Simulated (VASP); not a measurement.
# Fe (Pm-3n) in VASP: further runs

Fe is run at these levels: revPBE; tasks: single point.

All numbers are computed with VASP 6.6.1; they aren't measurements. Logs are shortened: lines on timing, memory, paths and dates and some standing lists are left out, and cuts for length are marked.

## 1. The cell of the first run

Symmetry: Pm-3n, No. 223, cubic system. The conventional cell has a = 4.586 Å, b = 4.586 Å, c = 4.586 Å, α = 90.00°, β = 90.00°, γ = 90.00°. Fe (site symmetry m-3) has 12 Fe at 2.56 Å within 3.4 Å. Fe (site symmetry -4m2) has 14 Fe at 2.29 to 2.81 Å within 3.0 Å.

## 2. Single point, revPBE, collinear spin, ferromagnetic start

The input, INCAR:

```
SYSTEM = Fe
ALGO = Normal
EDIFF = 1E-6
ENCUT = 520
GGA = RE
ISIF = 2
ISMEAR = -1
ISPIN = 2
LASPH = .TRUE.
LCHARG = .FALSE.
LMAXMIX = 4
LORBIT = 11
LREAL = .FALSE.
LWAVE = .FALSE.
MAGMOM = 2.5 2.5 2.5 2.5 2.5 2.5 2.5 2.5
NBANDS = 46
NELM = 150
PREC = Accurate
SIGMA = 0.05
```

The input, KPOINTS:

```
k-points
0
G
  6 6 6
  0 0 0
```

The input, POSCAR:

```
Fe
1.0
    4.5856879341      0.0000000000      0.0000000000
    0.0000000000      4.5856879341      0.0000000000
    0.0000000000      0.0000000000      4.5856879341
Fe
8
Direct
    1.0000000000      1.0000000000      1.0000000000
    0.5000000000      0.5000000000      0.5000000000
    0.2500000000      0.0000000000      0.5000000000
    0.7500000000      1.0000000000      0.5000000000
    0.5000000000      0.2500000000      1.0000000000
    0.5000000000      0.7500000000      1.0000000000
    0.0000000000      0.5000000000      0.2500000000
    0.0000000000      0.5000000000      0.7500000000
```

Potentials or basis: VASP PAW PBE potentials, release 64 (Fe).

The run is started by

```
> cat potpaw_PBE.64/Fe/POTCAR > POTCAR
> mpirun -np 1 vasp_std > vasp.out
```

OUTCAR:

```text
SYSTEM = Fe
   EDIFF = 1E-6
   ENCUT = 520
   GGA = RE
   ISIF = 2
   ISMEAR = -1
   ISPIN = 2
   LASPH = .TRUE.
   LORBIT = 11
   LREAL = .FALSE.
   NELM = 150
   PREC = Accurate

 ion  position               nearest neighbor table
   1  0.000  0.000  0.000-   3 2.56   4 2.56   5 2.56   6 2.56   7 2.56   8 2.56   3 2.56   4 2.56
                             7 2.56   8 2.56   5 2.56   6 2.56
   2  0.500  0.500  0.500-   3 2.56   4 2.56   5 2.56   6 2.56   7 2.56   8 2.56   5 2.56   6 2.56
                             3 2.56   4 2.56   7 2.56   8 2.56
   3  0.250  0.000  0.500-   4 2.29   4 2.29   1 2.56   1 2.56   2 2.56   2 2.56   8 2.81   5 2.81
                             5 2.81   6 2.81   6 2.81   7 2.81   8 2.81   7 2.81
   4  0.750  0.000  0.500-   3 2.29   3 2.29   1 2.56   1 2.56   2 2.56   2 2.56   8 2.81   5 2.81
                             5 2.81   6 2.81   6 2.81   7 2.81   8 2.81   7 2.81
   5  0.500  0.250  0.000-   6 2.29   6 2.29   1 2.56   2 2.56   2 2.56   1 2.56   8 2.81   4 2.81
                             3 2.81   4 2.81   3 2.81   7 2.81   7 2.81   8 2.81
   6  0.500  0.750  0.000-   5 2.29   5 2.29   1 2.56   2 2.56   2 2.56   1 2.56   8 2.81   4 2.81
                             3 2.81   4 2.81   3 2.81   7 2.81   7 2.81   8 2.81
   7  0.000  0.500  0.250-   8 2.29   8 2.29   1 2.56   2 2.56   1 2.56   2 2.56   3 2.81   4 2.81
                             5 2.81   3 2.81   4 2.81   6 2.81   5 2.81   6 2.81
   8  0.000  0.500  0.750-   7 2.29   7 2.29   1 2.56   2 2.56   1 2.56   2 2.56   3 2.81   4 2.81
                             5 2.81   3 2.81   4 2.81   6 2.81   5 2.81   6 2.81

  LATTYP: Found a simple cubic cell.
 ALAT       =     4.5856879341

  Lattice vectors:

 A1 = (   4.5856879341,   0.0000000000,   0.0000000000)
 A2 = (   0.0000000000,   4.5856879341,   0.0000000000)
 A3 = (   0.0000000000,   0.0000000000,   4.5856879341)

Analysis of symmetry for initial positions (statically):
=====================================================================
 Subroutine PRICEL returns:
 Original cell was already a primitive cell.

 Routine SETGRP: Setting up the symmetry group for a
 simple cubic supercell.

 Subroutine GETGRP returns: Found 48 space group operations
 (whereof 24 operations were pure point group operations)
 out of a pool of 48 trial point group operations.

The static configuration has the point symmetry T_h .
 The point group associated with its full space group is O_h .

Analysis of symmetry for dynamics (positions and initial velocities):
=====================================================================
 Subroutine PRICEL returns:
 Original cell was already a primitive cell.

 Routine SETGRP: Setting up the symmetry group for a
 simple cubic supercell.

 Subroutine GETGRP returns: Found 48 space group operations
 (whereof 24 operations were pure point group operations)
 out of a pool of 48 trial point group operations.

The dynamic configuration has the point symmetry T_h .
 The point group associated with its full space group is O_h .

Analysis of structural, dynamic, and magnetic symmetry:
=====================================================================
 Subroutine PRICEL returns:
 Original cell was already a primitive cell.

 Routine SETGRP: Setting up the symmetry group for a
 simple cubic supercell.

 Subroutine GETGRP returns: Found 48 space group operations
 (whereof 24 operations were pure point group operations)
 out of a pool of 48 trial point group operations.

The overall configuration has the point symmetry T_h .
 The point group associated with its full space group is O_h .

 Subroutine INISYM returns: Found 48 space group operations
 (whereof 24 operations are pure point group operations),
 and found     1 'primitive' translations

----------------------------------------------------------------------------------------

                                     Primitive cell

  volume of cell :      96.4303

  direct lattice vectors                    reciprocal lattice vectors
     4.585687934  0.000000000  0.000000000     0.218069789  0.000000000  0.000000000
     0.000000000  4.585687934  0.000000000     0.000000000  0.218069789  0.000000000
     0.000000000  0.000000000  4.585687934     0.000000000  0.000000000  0.218069789

  length of vectors
[... 77 lines left out ...]
   NGX,Y,Z   is equivalent  to a cutoff of  13.05, 13.05, 13.05 a.u.
   NGXF,Y,Z  is equivalent  to a cutoff of  26.10, 26.10, 26.10 a.u.
 SYSTEM =  Fe
   PREC   = accura    normal or accurate (medium, high low for compatibility)
   ISTART =      0    job   : 0-new  1-cont  2-samecut
   ICHARG =      2    charge: 1-file 2-atom 10-const
   ISPIN  =      2    spin polarized calculation?
   LNONCOLLINEAR =      F non collinear calculations
   LSORBIT =      F    spin-orbit coupling
   LASPH  =      T    aspherical Exc in radial PAW
   ENCUT  =  520.0 eV  38.22 Ry    6.18 a.u.   8.53  8.53  8.53*2*pi/ulx,y,z
   NELM   =    150;   NELMIN=  2; NELMDL= -5     # of ELM steps
   EDIFF  = 0.1E-05   stopping-criterion for ELM
   LREAL  =      F    real-space projection
   EDIFFG = 0.1E-04   stopping-criterion for IOM
   NSW    =      0    number of steps for IOM
   IBRION =     -1    ionic relax: 0-MD 1-quasi-New 2-CG
   NFREE  =      0    steps in history (QN), initial steepest desc. (CG)
   ISIF   =      2    stress and relaxation
   ISYM   =      2    0-nonsym 1-usesym 2-fastsym
   POTIM  = 0.5000    time-step for ionic-motion
   TEBEG  =    0.0;   TEEND  =   0.0 temperature during run
   PSTRESS=    0.0 pullay stress
   NELECT =      64.0000    total number of electrons
   NUPDOWN=      -1.0000    fix difference up-down
   EMIN   =  10.00;   EMAX   =-10.00  energy-range for DOS
   EFERMI =   0.00;   METHOD = LEGACY
   ISMEAR =    -1;   SIGMA  =   0.05  broadening in eV -4-tet -1-fermi 0-gaus
   EFERMI_NEDOS =   21; number of points for ismear=-14 and -15
   IALGO  =     38    algorithm
   IMIX   =      4    mixing-type and parameters
     AMIX     =   0.40;   BMIX     =  1.00
     AMIX_MAG =   1.60;   BMIX_MAG =  1.00
  volume/ion in A,a.u.               =      12.05        81.34
  Fermi-wavevector in a.u.,A,eV,Ry     =   1.428007  2.698542 27.745053  2.039204
  Thomas-Fermi vector in A             =   2.548115
   LORBIT       =     11    0 simple, 1 ext, 2 COOP (PROOUT), +10 PAW based schemes
   GGA     = RE    functional components
   LHFCALC =     F    Hartree Fock is set to
   AEXX    =    0.0000 exact exchange contribution
   IVDW    =     0    specifies the selected vdW correction
   LEPSILON=     F    determine dielectric tensor
   LRPA    =     F    only Hartree local field effects (RPA)
 spin polarized calculation
  energy-cutoff  :      520.00
  volume of cell :       96.43
 maximum number of plane-waves:      2624
 NGX is ok and might be reduce to    36
   NGX = 17   NGY = 17   NGZ = 17

 number of electron      63.9999944 magnetization      19.5505588

 Free energy of the ion-electron system (eV)
  ---------------------------------------------------
  ext. energy  EPLUGINS =         0.00000000
  ---------------------------------------------------
  free energy    TOTEN  =       -62.23981837 eV

  energy without entropy =      -62.16109219  energy(sigma->0) =      -62.20045528

 E-fermi :   5.3971     XC(G=0): -12.6970

 val. band max:        5.3929250809   @ k =   0.5000   0.3333   0.0000
 cond. band min:       5.4081671607   @ k =   0.5000   0.3333   0.1667
 fundamental gap:      0.0152420798
 Fermi energy:         5.3970811729

 spin component 1

 k-point     1 :       0.0000    0.0000    0.0000
  band No.  band energies     occupation
      1      -2.7346      1.00000
      2       0.7334      1.00000
      3       0.7334      1.00000
      4       1.3613      1.00000
      5       1.4693      1.00000
      6       1.4693      1.00000
[... 929 lines left out ...]
     43       5.8787      0.00007
     44       5.8787      0.00007
 Fermi energy:         5.3970811729

 spin component 2

 k-point     1 :       0.0000    0.0000    0.0000
  band No.  band energies     occupation
      1      -2.5934      1.00000
      2       1.9827      1.00000
      3       1.9827      1.00000
      4       2.4585      1.00000
      5       3.3943      1.00000
      6       3.3944      1.00000
[... 929 lines left out ...]
     43       8.0940      0.00000
     44       8.0940      0.00000
 [bands above 44 left out]

------------------------ aborting loop because EDIFF is reached ----------------------------------------

  FORCE on cell =-STRESS in cart. coord.  units (eV):
  Direction    XX          YY          ZZ          XY          YZ          ZX
  --------------------------------------------------------------------------------------
  -------------------------------------------------------------------------------------
  Total        0.2588019      0.2588019      0.2588019      0.0000000      0.0000000      0.0000000
  in kB        4.2999616      4.2999616      4.2999616      0.0000000      0.0000000      0.0000000
  external PRESSURE =       4.2999616 kB  Pullay stress =       0.0000000 kB

 VOLUME and BASIS-vectors are now :
 -----------------------------------------------------------------------------
  energy-cutoff  :      520.00
  volume of cell :       96.43
      direct lattice vectors                 reciprocal lattice vectors
     4.585687934  0.000000000  0.000000000     0.218069789  0.000000000  0.000000000
     0.000000000  4.585687934  0.000000000     0.000000000  0.218069789  0.000000000
     0.000000000  0.000000000  4.585687934     0.000000000  0.000000000  0.218069789

 POSITION                                       TOTAL-FORCE (eV/Angst)
 -----------------------------------------------------------------------------------
      0.00000      0.00000      0.00000         0.000000      0.000000      0.000000
      2.29284      2.29284      2.29284         0.000000      0.000000      0.000000
      1.14642      0.00000      2.29284        -0.000000     -0.000000      0.000000
      3.43927      0.00000      2.29284         0.000000      0.000000     -0.000000
      2.29284      1.14642      0.00000        -0.000000     -0.000000      0.000000
      2.29284      3.43927      0.00000         0.000000      0.000000     -0.000000
      0.00000      2.29284      1.14642         0.000000     -0.000000     -0.000000
      0.00000      2.29284      3.43927        -0.000000     -0.000000      0.000000
 -----------------------------------------------------------------------------------
    total drift:                                0.000000      0.000000     -0.000000

  FREE ENERGIE OF THE ION-ELECTRON SYSTEM (eV)
  ---------------------------------------------------
  free  energy   TOTEN  =       -62.2398183711 eV

  energy  without entropy=      -62.1610921906  energy(sigma->0) =      -62.20045528

 total charge

# of ion       s       p       d       tot
------------------------------------------
    1        0.478   0.510   6.190   7.177
    2        0.478   0.510   6.190   7.177
    3        0.466   0.490   6.216   7.172
    4        0.466   0.490   6.216   7.172
    5        0.466   0.490   6.216   7.172
    6        0.466   0.490   6.216   7.172
    7        0.466   0.490   6.216   7.172
    8        0.466   0.490   6.216   7.172
--------------------------------------------------
tot          3.755   3.957  49.673  57.385

 magnetization (x)

# of ion       s       p       d       tot
------------------------------------------
    1       -0.027  -0.065   2.552   2.461
    2       -0.027  -0.065   2.552   2.461
    3       -0.018  -0.058   2.524   2.448
    4       -0.018  -0.058   2.524   2.448
    5       -0.018  -0.058   2.524   2.448
    6       -0.018  -0.058   2.524   2.448
    7       -0.018  -0.058   2.524   2.448
    8       -0.018  -0.058   2.524   2.448
--------------------------------------------------
tot         -0.162  -0.476  20.247  19.609
```

It took 6.5 min on 1 thread of AMD EPYC 7R43 (Zen 3), shared host; peak memory 0.27 GiB.

Results:

| Item | Value |
| --- | --- |
| Free energy | -62.2398 eV |
| Pressure | 0.4 GPa |
| Net moment | 19.55 μB per cell |
| Site moments | Fe +2.46, +2.45 (each value once) μB |
| Valence electrons inside the program's atomic spheres | Fe 7.18, 7.17 (each value once) |

Levels at points of the mesh, in eV from the Fermi level:
Spin up:
```
           k point  band 40  band 41  band 42  band 43  band 44  band 45
(0.00, 0.00, 0.00)    -0.42    -0.42     1.54     1.54     1.54     3.08
(0.50, 0.00, 0.00)    -0.44     0.09     0.09     2.14     2.14     2.80
(0.50, 0.50, 0.00)    -0.46    -0.36    -0.19    -0.19     0.20     2.55
(0.50, 0.50, 0.50)    -0.60     0.48     0.48     0.48     0.48     0.48
```
Spin down:
| k point | band 19 | band 20 | band 21 | band 22 | band 23 | band 24 | band 25 | band 26 |
| --- | --- | --- | --- | --- | --- | --- | --- | --- |
| (0.00, 0.00, 0.00) | -1.08 | -0.66 | -0.38 | -0.37 | 0.36 | 0.36 | 0.36 | 1.27 |
| (0.50, 0.00, 0.00) | -0.71 | -0.71 | -0.15 | -0.15 | 0.14 | 0.14 | 0.64 | 0.64 |
| (0.50, 0.50, 0.00) | -0.82 | -0.18 | 0.01 | 0.35 | 0.35 | 0.46 | 0.46 | 0.46 |
| (0.50, 0.50, 0.50) | -0.62 | -0.62 | -0.62 | -0.62 | -0.62 | -0.62 | 1.16 | 1.16 |

Caveat: the PAW data sets were made with another functional, which shifts forces and pressure a little.

## 3. Single point, revPBE, collinear spin, ferromagnetic start

The input, INCAR:

```
ALGO = Normal
EDIFF = 1E-6
ENCUT = 520
GGA = RE
ISIF = 2
ISMEAR = -1
ISPIN = 2
LASPH = T
LCHARG = F
LMAXMIX = 4
LORBIT = 11
LREAL = F
LWAVE = F
MAGMOM = 2.489 2.489 2.437 2.437 2.437 2.437 2.437 2.437
NBANDS = 46
NELM = 150
PREC = Accurate
SIGMA = 0.05
```

The input, KPOINTS:

```
k-points
0
Gamma
  7 7 7
```

POSCAR is that of step 2.

Potentials or basis: VASP PAW PBE potentials, release 64 (Fe).

The run is started by

```
> cat potpaw_PBE.64/Fe/POTCAR > POTCAR
> mpirun -np 1 vasp_std > vasp.out
```

Run time: 8.2 min. Hardware: 1 thread of AMD EPYC 7R43 (Zen 3), shared host; peak memory 0.26 GiB.

The run converged. Its results:

```yaml
Free_energy: -62.2325 eV
Pressure: 0.1 GPa
Net_moment: 19.45 μB per cell
Site_moments: Fe +2.44 μB
Valence_electrons_inside_the_program's_atomic_spheres: Fe 7.18, 7.17 (each value once)
```

Levels at points of the mesh, in eV from the Fermi level:
Spin up:
```csv
k point,band 39,band 40,band 41,band 42,band 43,band 44,band 45,band 46
"(0.00, 0.00, 0.00)",-0.42,-0.42,-0.42,1.53,1.53,1.53,3.07,3.07
```
Spin down:
| k point | band 20 | band 21 | band 22 | band 23 | band 24 | band 25 |
| --- | --- | --- | --- | --- | --- | --- |
| (0.00, 0.00, 0.00) | -0.67 | -0.39 | -0.39 | 0.35 | 0.35 | 0.35 |

Caveat: the PAW data sets were made with another functional, which shifts forces and pressure a little.
